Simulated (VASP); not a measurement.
# Ti (P6_3/mmc) in VASP: notebook

Runs on Ti. Level: PBEsol. Tasks: single point.

Program: VASP 6.6.1. These are calculated values, not measurements. Logs are shortened: lines on timing, memory, paths and dates and some standing lists are left out, and cuts for length are marked.

**1. The cell of the first run**

It takes space group P6_3/mmc (No. 194, hexagonal). Conventional cell: a = 3.009 Å, b = 3.009 Å, c = 4.686 Å, α = 90.00°, β = 90.00°, γ = 120.00°. Ti (site symmetry -6m2) has 12 Ti at 2.92 to 3.01 Å within 3.8 Å.

**2. Single point, PBEsol (equal xx and yy strain of +2 %)**

INCAR reads:

```
SYSTEM = Ti
PREC = Accurate
ENCUT = 520
EDIFF = 1E-7
ISMEAR = -1
SIGMA = 0.05
LREAL = .FALSE.
LASPH = .TRUE.
NELM = 60
ALGO = Normal
ISIF = 2
LWAVE = .FALSE.
LCHARG = .FALSE.
GGA = PS
NBANDS = 19
```

KPOINTS reads:

```
Automatic mesh
0
G
  14 14 8
  0 0 0
```

POSCAR reads:

```
Ti
1.0
    3.0089978176      0.0000000000      0.0000000000
   -1.5044989088      2.6058685500      0.0000000000
    0.0000000000      0.0000000000      4.6860000000
Ti
2
Direct
    0.3333333333      0.6666666667      0.2500000000
    0.6666666667      0.3333333333      0.7500000000
```

Potentials or basis: VASP PAW PBE potentials, release 64 (Ti_sv).

Run with:

```sh
> cat potpaw_PBE.64/Ti_sv/POTCAR > POTCAR
> mpirun -np 1 vasp_std > vasp.out
```

OUTCAR:

```text
SYSTEM = Ti
   PREC = Accurate
   ENCUT = 520
   EDIFF = 1E-7
   ISMEAR = -1
   LREAL = .FALSE.
   LASPH = .TRUE.
   NELM = 60
   ISIF = 2
   GGA = PS

 ion  position               nearest neighbor table
   1  0.333  0.667  0.250-   2 2.92   2 2.92   2 2.92   2 2.92   2 2.92   2 2.92
   2  0.667  0.333  0.750-   1 2.92   1 2.92   1 2.92   1 2.92   1 2.92   1 2.92

  LATTYP: Found a hexagonal cell.
 ALAT       =     3.0089978176
 C/A-ratio  =     1.5573291455

  Lattice vectors:

 A1 = (   3.0089978176,   0.0000000000,   0.0000000000)
 A2 = (  -1.5044989088,   2.6058685500,   0.0000000000)
 A3 = (   0.0000000000,   0.0000000000,   4.6860000000)

Analysis of symmetry for initial positions (statically):
=====================================================================
 Subroutine PRICEL returns:
 Original cell was already a primitive cell.

 Routine SETGRP: Setting up the symmetry group for a
 hexagonal supercell.

 Subroutine GETGRP returns: Found 24 space group operations
 (whereof 12 operations were pure point group operations)
 out of a pool of 24 trial point group operations.

The static configuration has the point symmetry D_3d.
 The point group associated with its full space group is D_6h.

Analysis of symmetry for dynamics (positions and initial velocities):
=====================================================================
 Subroutine PRICEL returns:
 Original cell was already a primitive cell.

 Routine SETGRP: Setting up the symmetry group for a
 hexagonal supercell.

 Subroutine GETGRP returns: Found 24 space group operations
 (whereof 12 operations were pure point group operations)
 out of a pool of 24 trial point group operations.

The dynamic configuration has the point symmetry D_3d.
 The point group associated with its full space group is D_6h.

 Subroutine INISYM returns: Found 24 space group operations
 (whereof 12 operations are pure point group operations),
 and found     1 'primitive' translations

----------------------------------------------------------------------------------------

                                     Primitive cell

  volume of cell :      36.7432

  direct lattice vectors                    reciprocal lattice vectors
     3.008997818  0.000000000  0.000000000     0.332336565  0.191874605  0.000000000
    -1.504498909  2.605868550  0.000000000     0.000000000  0.383749211  0.000000000
     0.000000000  0.000000000  4.686000000     0.000000000  0.000000000  0.213401622

  length of vectors
     3.008997818  3.008997818  4.686000000     0.383749211  0.383749211  0.213401622

  position of ions in fractional coordinates (direct lattice)
     0.333333333  0.666666667  0.250000000
     0.666666667  0.333333333  0.750000000

  ion indices of the primitive-cell ions
   primitive index   ion index
                 1           1
                 2           2

----------------------------------------------------------------------------------------

 KPOINTS: Automatic mesh

Automatic generation of k-mesh.
 Grid dimensions read from file:
 generate k-points for:   14   14    8

 Generating k-lattice:

  Cartesian coordinates                     Fractional coordinates (reciprocal lattice)
     0.023738326  0.013705329  0.000000000     0.071428571  0.000000000  0.000000000
     0.000000000  0.027410658  0.000000000     0.000000000  0.071428571  0.000000000
     0.000000000  0.000000000  0.026675203     0.000000000  0.000000000  0.125000000

  Length of vectors
     0.027410658  0.027410658  0.026675203

  Shift w.r.t. Gamma in fractional coordinates (k-lattice)
     0.000000000  0.000000000  0.000000000

 Subroutine IBZKPT returns following result:
 ===========================================

 Found    120 irreducible k-points:

 Following reciprocal coordinates:
            Coordinates               Weight
  0.000000  0.000000  0.000000      1.000000
  0.071429  0.000000  0.000000      6.000000
  0.142857  0.000000  0.000000      6.000000
  0.214286  0.000000  0.000000      6.000000
  0.285714  0.000000  0.000000      6.000000
  0.357143  0.000000  0.000000      6.000000
[... 16 lines left out ...]
  0.285714  0.285714  0.000000      6.000000
  0.357143  0.285714  0.000000      6.000000
 [... further k-points ...]
   k-points           NKPTS =    120   k-points in BZ     NKDIM =    120   number of bands    NBANDS=     19
   number of dos      NEDOS =    301   number of ions     NIONS =      2
   total plane-waves  NPLWV =  20736
   dimension x,y,z NGX =    24 NGY =   24 NGZ =   36
   dimension x,y,z NGXF=    48 NGYF=   48 NGZF=   72
   ions per type =               2
   NGX,Y,Z   is equivalent  to a cutoff of  13.26, 13.26, 12.77 a.u.
   NGXF,Y,Z  is equivalent  to a cutoff of  26.52, 26.52, 25.54 a.u.
 SYSTEM =  Ti
   PREC   = accura    normal or accurate (medium, high low for compatibility)
   ISTART =      0    job   : 0-new  1-cont  2-samecut
   ICHARG =      2    charge: 1-file 2-atom 10-const
   ISPIN  =      1    spin polarized calculation?
   LNONCOLLINEAR =      F non collinear calculations
   LSORBIT =      F    spin-orbit coupling
   LASPH  =      T    aspherical Exc in radial PAW
   ENCUT  =  520.0 eV  38.22 Ry    6.18 a.u.   5.59  5.59  8.71*2*pi/ulx,y,z
   NELM   =     60;   NELMIN=  2; NELMDL= -5     # of ELM steps
   EDIFF  = 0.1E-06   stopping-criterion for ELM
   LREAL  =      F    real-space projection
   EDIFFG = 0.1E-05   stopping-criterion for IOM
   NSW    =      0    number of steps for IOM
   IBRION =     -1    ionic relax: 0-MD 1-quasi-New 2-CG
   NFREE  =      0    steps in history (QN), initial steepest desc. (CG)
   ISIF   =      2    stress and relaxation
   ISYM   =      2    0-nonsym 1-usesym 2-fastsym
   POTIM  = 0.5000    time-step for ionic-motion
   TEBEG  =    0.0;   TEEND  =   0.0 temperature during run
   PSTRESS=    0.0 pullay stress
   NELECT =      24.0000    total number of electrons
   NUPDOWN=      -1.0000    fix difference up-down
   EMIN   =  10.00;   EMAX   =-10.00  energy-range for DOS
   EFERMI =   0.00;   METHOD = LEGACY
   ISMEAR =    -1;   SIGMA  =   0.05  broadening in eV -4-tet -1-fermi 0-gaus
   EFERMI_NEDOS =   21; number of points for ismear=-14 and -15
   IALGO  =     38    algorithm
   IMIX   =      4    mixing-type and parameters
     AMIX     =   0.40;   BMIX     =  1.00
     AMIX_MAG =   1.60;   BMIX_MAG =  1.00
  volume/ion in A,a.u.               =      18.37       123.98
  Fermi-wavevector in a.u.,A,eV,Ry     =   1.420430  2.684223 27.451387  2.017620
  Thomas-Fermi vector in A             =   2.541346
   LORBIT       =      0    0 simple, 1 ext, 2 COOP (PROOUT), +10 PAW based schemes
   GGA     = PS    functional components
   LHFCALC =     F    Hartree Fock is set to
   AEXX    =    0.0000 exact exchange contribution
   IVDW    =     0    specifies the selected vdW correction
   LEPSILON=     F    determine dielectric tensor
   LRPA    =     F    only Hartree local field effects (RPA)
 non-spin polarized calculation
  energy-cutoff  :      520.00
  volume of cell :       36.74
 maximum number of plane-waves:      1019
 NGX is ok and might be reduce to    24
   NGX = 11   NGY = 11   NGZ = 17

 number of electron      24.0000004 magnetization

 Free energy of the ion-electron system (eV)
  ---------------------------------------------------
  ext. energy  EPLUGINS =         0.00000000
  ---------------------------------------------------
  free energy    TOTEN  =       -16.57850001 eV

  energy without entropy =      -16.56082005  energy(sigma->0) =      -16.56966003

 E-fermi :   7.6351     XC(G=0): -11.3687

 val. band max:        7.6264976785   @ k =   0.2857   0.2857   0.3750
 cond. band min:       7.6505576367   @ k =   0.2143   0.2143   0.5000
 fundamental gap:      0.0240599582
 Fermi energy:         7.6350744330

 k-point     1 :       0.0000    0.0000    0.0000
  band No.  band energies     occupation
      1     -49.0994      2.00000
      2     -48.9813      2.00000
      3     -25.7445      2.00000
      4     -25.1929      2.00000
      5     -25.1929      2.00000
      6     -25.1255      2.00000
[... 11 lines left out ...]
     18       9.0691      0.00000
     19      10.5694      0.00000

 k-point     2 :       0.0714    0.0000    0.0000
  band No.  band energies     occupation
      1     -49.0954      2.00000
      2     -48.9800      2.00000
      3     -25.7351      2.00000
      4     -25.2112      2.00000
      5     -25.1993      2.00000
      6     -25.1300      2.00000
[... 11 lines left out ...]
     18       8.9956      0.00000
     19      10.6104      0.00000

 k-point     3 :       0.1429    0.0000    0.0000
  band No.  band energies     occupation
      1     -49.0841      2.00000
      2     -48.9764      2.00000
      3     -25.7076      2.00000
      4     -25.2624      2.00000
      5     -25.2168      2.00000
      6     -25.1708      2.00000
[... 11 lines left out ...]
     18       9.1549      0.00000
     19      10.7051      0.00000

 k-point     4 :       0.2143    0.0000    0.0000
  band No.  band energies     occupation
      1     -49.0672      2.00000
      2     -48.9718      2.00000
      3     -25.6650      2.00000
      4     -25.3371      2.00000
      5     -25.2451      2.00000
      6     -25.2410      2.00000
[... 11 lines left out ...]
     18       9.5150      0.00000
     19      10.8072      0.00000

 k-point     5 :       0.2857    0.0000    0.0000
  band No.  band energies     occupation
      1     -49.0474      2.00000
      2     -48.9678      2.00000
      3     -25.6119      2.00000
      4     -25.4209      2.00000
      5     -25.3250      2.00000
      6     -25.2670      2.00000
[... 11 lines left out ...]
     18       9.9504      0.00000
     19      10.8906      0.00000
[... 334 lines left out ...]
      2     -48.9671      2.00000
      3     -25.4977      2.00000
      4     -25.4858      2.00000
      5     -25.4365      2.00000
      6     -25.3327      2.00000
[... 11 lines left out ...]
     18      10.8270      0.00000
     19      11.5456      0.00000

 k-point    22 :       0.3571    0.2143    0.0000
  band No.  band energies     occupation
      1     -48.9948      2.00000
      2     -48.9703      2.00000
      3     -25.5234      2.00000
      4     -25.4435      2.00000
      5     -25.4246      2.00000
      6     -25.3718      2.00000
[... 11 lines left out ...]
     18      10.8227      0.00000
     19      12.1452      0.00000

 k-point    23 :       0.2857    0.2857    0.0000
  band No.  band energies     occupation
      1     -48.9928      2.00000
      2     -48.9711      2.00000
      3     -25.5051      2.00000
      4     -25.4359      2.00000
      5     -25.4311      2.00000
      6     -25.3680      2.00000
[... 11 lines left out ...]
     18      10.7951      0.00000
     19      12.2069      0.00000

 k-point    24 :       0.3571    0.2857    0.0000
  band No.  band energies     occupation
      1     -48.9851      2.00000
      2     -48.9755      2.00000
      3     -25.5078      2.00000
      4     -25.4043      2.00000
      5     -25.4032      2.00000
      6     -25.4028      2.00000
[... 11 lines left out ...]
     18      10.7833      0.00000
     19      12.8270      0.00000

 [... further k-points ...]

------------------------ aborting loop because EDIFF is reached ----------------------------------------

  FORCE on cell =-STRESS in cart. coord.  units (eV):
  Direction    XX          YY          ZZ          XY          YZ          ZX
  --------------------------------------------------------------------------------------
  -------------------------------------------------------------------------------------
  Total       -2.2959659     -2.2959659     -1.9982726      0.0000000     -0.0000000      0.0000000
  in kB     -100.1150476   -100.1150476    -87.1342013      0.0000000     -0.0000000      0.0000000
  external PRESSURE =     -95.7880989 kB  Pullay stress =       0.0000000 kB

 VOLUME and BASIS-vectors are now :
 -----------------------------------------------------------------------------
  energy-cutoff  :      520.00
  volume of cell :       36.74
      direct lattice vectors                 reciprocal lattice vectors
     3.008997818  0.000000000  0.000000000     0.332336565  0.191874605  0.000000000
    -1.504498909  2.605868550  0.000000000     0.000000000  0.383749211  0.000000000
     0.000000000  0.000000000  4.686000000     0.000000000  0.000000000  0.213401622

 POSITION                                       TOTAL-FORCE (eV/Angst)
 -----------------------------------------------------------------------------------
     -0.00000      1.73725      1.17150         0.000000     -0.000000      0.000000
      1.50450      0.86862      3.51450        -0.000000      0.000000      0.000000
 -----------------------------------------------------------------------------------
    total drift:                               -0.000000      0.000000     -0.000000

  FREE ENERGIE OF THE ION-ELECTRON SYSTEM (eV)
  ---------------------------------------------------
  free  energy   TOTEN  =       -16.5785000108 eV

  energy  without entropy=      -16.5608200452  energy(sigma->0) =      -16.56966003
```

Wall time 90 s (1 thread of Intel Xeon 8259CL, shared host); peak memory 0.2 GiB.

Results:

```
Free energy            : -16.5785 eV
Pressure               : -9.6 GPa
Band gap on the k mesh : zero (bands 12 and 13 overlap by 0.98 eV)
```

Levels at points of the mesh, in eV from the Fermi level:
```tsv
k point	band 8	band 9	band 10	band 11	band 12	band 13	band 14	band 15	band 16	band 17
(0.00, 0.00, 0.00)	-32.73	-6.08	-2.55	0.72	0.72	0.79	0.94	1.20	1.20	1.43
(0.50, 0.00, 0.00)	-32.79	-2.30	-2.02	-1.70	-0.73	0.38	0.63	1.16	3.06	3.30
(0.00, 0.00, 0.50)	-32.78	-4.25	-4.25	0.15	0.15	0.60	0.60	0.60	0.60	2.61
(0.50, 0.00, 0.50)	-32.87	-2.41	-2.41	-0.73	-0.73	1.18	1.18	1.57	1.57	3.20
```

Caveat: the cell differs from its parent crystal (equal xx and yy strain of +2 %); the cell stands under tension; the PAW data sets were made with another functional, which shifts forces and pressure a little.

**3. Single point, PBEsol (18.72 Å³/atom)**

This run uses another cell than the first one, of 18.72 Å³/atom.

INCAR reads:

```
ALGO = Normal ; EDIFF = 1E-7
ENCUT = 520 ; GGA = PS
ISIF = 2 ; ISMEAR = -1
LASPH = True ; LCHARG = False
LREAL = False ; LWAVE = False
NBANDS = 19 ; NELM = 100
PREC = Accurate ; SIGMA = 0.05
```

KPOINTS reads:

```
k-points
0
Gamma
  14 14 8
```

POSCAR reads:

```
Ti
1.0
    3.0078556446      0.0000000000      0.0000000000
   -1.5039278223      2.6048793991      0.0000000000
    0.0000000000      0.0000000000      4.7779056859
Ti
2
Direct
    0.3333333333      0.6666666667      0.2500000000
    0.6666666667      0.3333333333      0.7500000000
```

Potentials or basis: VASP PAW PBE potentials, release 64 (Ti_sv).

Run with:

```sh
> cat potpaw_PBE.64/Ti_sv/POTCAR > POTCAR
> mpirun -np 1 vasp_std > vasp.out
```

OUTCAR:

```text
EDIFF = 1E-7
   ENCUT = 520
   GGA = PS
   ISIF = 2
   ISMEAR = -1
   LASPH = True
   LREAL = False
   NELM = 100
   PREC = Accurate

 ion  position               nearest neighbor table
   1  0.333  0.667  0.250-
   2  0.667  0.333  0.750-

  LATTYP: Found a hexagonal cell.
 ALAT       =     3.0078556446
 C/A-ratio  =     1.5884757284

  Lattice vectors:

 A1 = (   3.0078556446,   0.0000000000,   0.0000000000)
[... 712 lines left out ...]
     19      12.6234      0.00000

 [... further k-points ...]

------------------------ aborting loop because EDIFF is reached ----------------------------------------

  FORCE on cell =-STRESS in cart. coord.  units (eV):
  Direction    XX          YY          ZZ          XY          YZ          ZX
  --------------------------------------------------------------------------------------
  -------------------------------------------------------------------------------------
  Total       -2.5442498     -2.5442498     -2.6827426      0.0000000      0.0000000      0.0000000
  in kB     -108.8900372   -108.8900372   -114.8173181      0.0000000      0.0000000      0.0000000
  external PRESSURE =    -110.8657975 kB  Pullay stress =       0.0000000 kB

 VOLUME and BASIS-vectors are now :
 -----------------------------------------------------------------------------
  energy-cutoff  :      520.00
  volume of cell :       37.44
      direct lattice vectors                 reciprocal lattice vectors
     3.007855645  0.000000000  0.000000000     0.332462764  0.191947466  0.000000000
    -1.503927822  2.604879399  0.000000000     0.000000000  0.383894932  0.000000000
     0.000000000  0.000000000  4.777905686     0.000000000  0.000000000  0.209296722

 POSITION                                       TOTAL-FORCE (eV/Angst)
 -----------------------------------------------------------------------------------
     -0.00000      1.73659      1.19448        -0.000000      0.000000      0.000000
      1.50393      0.86829      3.58343         0.000000     -0.000000      0.000000
 -----------------------------------------------------------------------------------
    total drift:                               -0.000000      0.000000     -0.000000

  FREE ENERGIE OF THE ION-ELECTRON SYSTEM (eV)
  ---------------------------------------------------
  free  energy   TOTEN  =       -16.5350565062 eV

  energy  without entropy=      -16.5167961731  energy(sigma->0) =      -16.52592634
```

OSZICAR:

```text
N       E                     dE             d eps       ncg     rms          rms(c)
DAV:   1     0.262652195378E+03    0.26265E+03   -0.13036E+04  4560   0.155E+03
DAV:   2     0.112601402850E+02   -0.25139E+03   -0.24752E+03  4671   0.440E+02
DAV:   3    -0.177227532304E+02   -0.28983E+02   -0.28656E+02  8533   0.123E+02
DAV:   4    -0.190817189952E+02   -0.13590E+01   -0.13570E+01  5331   0.271E+01
DAV:   5    -0.191478134020E+02   -0.66094E-01   -0.66088E-01  6875   0.426E+00    0.117E+01
DAV:   6    -0.165513530944E+02    0.25965E+01   -0.97982E+00  5256   0.302E+01    0.260E+00
DAV:   7    -0.165259795361E+02    0.25374E-01   -0.75391E-01  6859   0.588E+00    0.202E+00
DAV:   8    -0.165420317515E+02   -0.16052E-01   -0.18800E-01  5133   0.510E+00    0.618E-01
DAV:   9    -0.165346558569E+02    0.73759E-02   -0.45876E-02  5339   0.202E+00    0.678E-02
DAV:  10    -0.165349646165E+02   -0.30876E-03   -0.24822E-03  6721   0.291E-01    0.829E-02
DAV:  11    -0.165350606412E+02   -0.96025E-04   -0.17605E-04  5416   0.881E-02    0.325E-02
DAV:  12    -0.165350565918E+02    0.40494E-05   -0.34879E-05  5998   0.428E-02    0.104E-02
DAV:  13    -0.165350564419E+02    0.14992E-06   -0.16440E-06  5196   0.119E-02    0.775E-04
DAV:  14    -0.165350565062E+02   -0.64329E-07   -0.28200E-07  4274   0.300E-03
   1 F= -.16535057E+02 E0= -.16525926E+02  d E =-.182603E-01
```

It took 76 s on 1 thread of Intel Xeon 8259CL, shared host; peak memory 0.2 GiB.

Results:

* Free energy: -16.5351 eV
* Pressure: -11.1 GPa
* Band gap on the k mesh: zero (bands 12 and 13 overlap by 1.00 eV)

Levels at points of the mesh, in eV from the Fermi level:
| k point | band 8 | band 9 | band 10 | band 11 | band 12 | band 13 | band 14 | band 15 | band 16 | band 17 |
| --- | --- | --- | --- | --- | --- | --- | --- | --- | --- | --- |
| (0.00, 0.00, 0.00) | -32.77 | -6.02 | -2.52 | 0.58 | 0.73 | 0.73 | 0.81 | 1.17 | 1.17 | 1.50 |
| (0.50, 0.00, 0.00) | -32.83 | -2.25 | -1.96 | -1.67 | -0.67 | 0.47 | 0.55 | 1.06 | 3.06 | 3.24 |
| (0.00, 0.00, 0.50) | -32.81 | -4.27 | -4.27 | 0.08 | 0.08 | 0.65 | 0.65 | 0.65 | 0.65 | 2.55 |
| (0.50, 0.00, 0.50) | -32.90 | -2.36 | -2.36 | -0.74 | -0.74 | 1.15 | 1.15 | 1.59 | 1.59 | 3.18 |

Caveat: the cell stands under tension; the PAW data sets were made with another functional, which shifts forces and pressure a little.

The gap in the log of VASP goes by the Fermi energy; the results here count the filled bands.